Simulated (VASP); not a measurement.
Re, 4 atoms in the cell. The structure is hexagonal, space group P6_3/mmc (No. 194). Conventional cell: a = 2.766 Å, b = 2.766 Å, c = 8.939 Å, α = 90.00°, β = 90.00°, γ = 120.00°. Re (site symmetry -6m2) has 12 Re at 2.75 to 2.77 Å within 3.6 Å. Within 3.6 Å of Re (site symmetry -3m) lie 12 Re at 2.75 to 2.77 Å. 

```yaml
Program: VASP 6.6.1
Task: single point
Functional: LDA
Potentials_or_basis: VASP PAW LDA potentials, release 64 (Re)
Cutoff: 520 eV
k_mesh: 11 × 11 × 3
Occupations: fermi-dirac, width 0.05 eV
Spin: no spin polarisation
Dipole_correction: no
Further_INCAR_settings: ALGO = Normal; EDIFF = 1e-06; NBANDS = 22
```

Potentials or basis: VASP PAW LDA potentials, release 64 (Re).

Run with:

```console
$ cat potpaw_LDA.64/Re/POTCAR > POTCAR
$ mpirun -np 1 vasp_std > vasp.out
```

Hardware: 1 thread of Intel(R) Xeon(R) Platinum 8488C (Sapphire Rapids), on a shared host.

Estimate the wall time of this run.

It took 28 s on 1 thread of Intel(R) Xeon(R) Platinum 8488C (Sapphire Rapids), on a shared host, peak memory 0.18 GiB. Counts: scf iterations 13, k points 32.
